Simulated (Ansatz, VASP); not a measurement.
**One calculation of ZrB2, two programs**

```xyz
3
Lattice="3.1716 0.0000 0.0000 -1.5858 2.7467 0.0000 0.0000 0.0000 3.5422" Properties=species:S:1:pos:R:3 pbc="T T T"
Zr    0.0000    0.0000    0.0000
B     0.0000    1.8311    1.7711
B     1.5858    0.9156    1.7711
```

Alike in both runs: functional PBE; k mesh 15 × 15 × 12; occupations fermi-dirac, width 0.15 eV; no spin polarisation.

Ansatz relaxed the structure, and its values are those at the end. VASP's run is a single point on that final structure, the one shown.

|  | VASP | Ansatz |
| --- | --- | --- |
| version | VASP 6.6.1 | Ansatz 0.2.0 |
| potentials or method | VASP PAW PBE potentials, release 64 (Zr_sv, B), cutoff 520 eV | scalar-relativistic, plane waves, PAW |
| valence electrons in the cell | 18 | 18 |

Ansatz gave:

- gap on the k mesh at the Fermi level (eV): none
- pressure (GPa): 0.0

**Question.** What did VASP give for the same quantities?

**Answer.** gap on the k mesh at the Fermi level (eV): none; pressure (GPa): 0.1.

A gap of «none» marks a metal or a gap that the smearing closes.
